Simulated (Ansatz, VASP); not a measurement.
Two plane-wave programs on Pt

INCAR

```
SYSTEM = Pt
PREC = Accurate
ENCUT = 600
EDIFF = 1E-7
ISMEAR = -1
SIGMA = 0.15
LREAL = .FALSE.
LASPH = .TRUE.
NELM = 60
ALGO = Normal
ISIF = 3
LWAVE = .FALSE.
LCHARG = .FALSE.
GGA = PS
IBRION = 2
NSW = 80
EDIFFG = -0.001
```

The input KPOINTS:

```
regular mesh
0
G
  20 20 20
  0 0 0
```

The input POSCAR:

```
Pt
1.0
    0.0000000000      1.9590400304      1.9590400304
    1.9590400304      0.0000000000      1.9590400304
    1.9590400304      1.9590400304      0.0000000000
Pt
1
Direct
    0.0000000000      0.0000000000      0.0000000000
```

Input for Ansatz:

```yaml
crystal:
  lattice:
    - [0.0, 1.9590400305, 1.9590400305]
    - [1.9590400305, 0.0, 1.9590400305]
    - [1.9590400305, 1.9590400305, 0.0]
  atoms:
    - { symbol: Pt, position: [0.0, 0.0, 0.0] }
basis:
  ecutwfc: 420
kpoints:
  mp_grid: { grid: [20, 20, 20] }
hamiltonian:
  xc: pbesol
scf:
  occupations: { method: fermi_dirac, width: 0.15 }
output:
  forces: true
  stress: true
  eigenvalues: true
relax:
  adjacent_minimum: "off"
  f_tol: 0.001
  max_steps: 60
  cell: { stress_tol: 0.01 }
```

Alike in both runs: task relaxation of cell and atoms; functional PBEsol; k mesh 20 × 20 × 20; occupations fermi-dirac, width 0.15 eV; no spin polarisation.

```csv
,VASP,Ansatz
version,VASP 6.6.1,Ansatz 0.2.0
potentials or method,"VASP PAW PBE potentials, release 64 (Pt), cutoff 600 eV","scalar-relativistic, plane waves, PAW"
valence electrons in the cell,10,18
```

|  | VASP | Ansatz | Ansatz less VASP |
| --- | --- | --- | --- |
| gap on the k mesh at the Fermi level, each at its own relaxed structure (eV) | none | none | - |
| relaxed volume (Å³/atom) | 15.06 | 15.08 | +0.018 |
| relaxed cell length with the largest relative difference (Å) | 2.772 | 2.773 | +0.0011 |

VASP's potentials were made for PBE, not for PBEsol. A gap of «none» marks a metal or a gap that the smearing closes. VASP's potentials hold 10 valence electrons a cell and Ansatz's 18, so a difference there can come from the potentials and not from the codes.

Neither program's run includes spin-orbit coupling.
